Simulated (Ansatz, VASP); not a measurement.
## MnS: VASP beside Ansatz

The input INCAR:

```
PREC     = Accurate       # precision mode
ENCUT    = 600            # plane-wave cutoff, eV
EDIFF    = 1E-6           # SCF threshold, eV
ISMEAR   = -1             # smearing method
SIGMA    = 0.05           # smearing width, eV
LREAL    = False          # projectors in reciprocal space
LASPH    = True           # aspherical terms in the spheres
NELM     = 150            # most SCF steps
ALGO     = Normal         # electronic algorithm
ISIF     = 3              # what is computed and relaxed
LWAVE    = False          # write WAVECAR
LCHARG   = False          # write CHGCAR
ISPIN    = 2              # spin polarisation
MAGMOM   = 4 0            # initial moments
LORBIT   = 11             # projections on sites
LMAXMIX  = 4              # l up to which the mixer works
GGA      = PE             # functional
IBRION   = 2              # ionic algorithm
NSW      = 80             # ionic steps
EDIFFG   = -0.01          # ionic threshold
```

File KPOINTS:

```
regular mesh
0
Gamma
  9 9 9
```

Contents of POSCAR:

```
MnS
1.0
    0.0000000000      2.4734634191      2.4734634191
    2.4734634191      0.0000000000      2.4734634191
    2.4734634191      2.4734634191      0.0000000000
Mn S
1 1
Direct
    0.0000000000      0.0000000000      0.0000000000
    0.7500000000      0.7500000000      0.7500000000
```

The input input.yaml:

```yaml
crystal:
  lattice:
    - [0.0, 2.4734634191, 2.4734634191]
    - [2.4734634191, 0.0, 2.4734634191]
    - [2.4734634191, 2.4734634191, 0.0]
  atoms:
    - { symbol: Mn, position: [0.0, 0.0, 0.0], spin: 4.0 }
    - { symbol: S, position: [0.75, 0.75, 0.75] }
kpoints:
  mp_grid: { grid: [9, 9, 9] }
scf:
  occupations: { method: fermi_dirac, width: 0.05 }
hamiltonian:
  xc: pbe
  pseudopotentials: { kind: all_electron, lapw: { basis_error: 0.001 } }
magnetization:
  spin_polarized: true
output:
  forces: true
  stress: true
relax:
  f_tol: 0.01
  max_steps: 60
  cell: {}
```

Alike in both runs: task relaxation of cell and atoms; functional PBE; k mesh 9 × 9 × 9; occupations fermi-dirac, width 0.05 eV; collinear spin.

|  | VASP | Ansatz |
| --- | --- | --- |
| version | VASP 6.6.1 | Ansatz 0.2.0 |
| potentials or method | VASP PAW PBE potentials, release 64 (Mn_pv, S), cutoff 600 eV | all-electron LAPW, scalar-relativistic |

Ansatz gave:

| Quantity | Value |
| --- | --- |
| net moment per atom (μB) | 0.12 |
| relaxed volume (Å³/atom) | 15.45 |
| relaxed cell length with the largest relative difference (Å) | 3.523 |

Problem. What did VASP give for the same quantities?

Solution. net moment per atom (μB): 0.12; relaxed volume (Å³/atom): 15.47; relaxed cell length with the largest relative difference (Å): 3.524.

Ansatz ran all-electron here, and VASP with PAW potentials.
